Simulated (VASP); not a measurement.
Input of a VASP 6.6.1 run:

Contents of POSCAR:

```
AlNi
1.0
    1.9074192730     -1.9216815732      0.0000000000
    1.9074192730      1.9216815732      0.0000000000
    0.0000000000      0.0000000000      3.2019020154
Al Ni
1 1
Direct
    0.0000000000      0.0000000000      0.0000000000
    0.5000000000      0.5000000000      0.5000000000
```

Contents of INCAR.step1:

```
SYSTEM = AlNi
ALGO = Normal
EDIFF = 1E-4
ENCUT = 520
GGA = PE
ISMEAR = 0
LASPH = .TRUE.
LCHARG = .FALSE.
LREAL = .FALSE.
LWAVE = .TRUE.
NBANDS = 14
NELM = 60
PREC = Accurate
SIGMA = 0.15
```

The input INCAR.step2:

```
SYSTEM = AlNi
ALGO = Normal
EDIFF = 1E-6
ENCUT = 520
ISIF = 2
ISMEAR = 0
ISTART = 1
LASPH = .TRUE.
LCHARG = .TRUE.
LELF = .TRUE.
LMIXTAU = .TRUE.
LREAL = .FALSE.
LVHAR = .TRUE.
LWAVE = .FALSE.
METAGGA = R2SCAN
NBANDS = 14
NELM = 60
PREC = Accurate
SIGMA = 0.15
```

KPOINTS

```
k-points
0
G
  20 20 18
  0 0 0
```

Potentials or basis: VASP PAW PBE potentials, release 64 (Al, Ni).

Command:

```bash
$ cat potpaw_PBE.64/Al/POTCAR potpaw_PBE.64/Ni/POTCAR > POTCAR
$ cp INCAR.step1 INCAR
$ mpirun -np 1 vasp_std > vasp.out
$ cp INCAR.step2 INCAR
$ mpirun -np 1 vasp_std > vasp.out
```

(1) Estimate the band gap on the k mesh.

(2) Predict the pressure.

Results:

(1) zero (an odd number of electrons rules out a gap without spin polarisation).

(2) 0.9 GPa.

Caveat: the stress differs along the axes, from -5 to 5 GPa; the PAW data sets were made with another functional, which shifts forces and pressure a little.
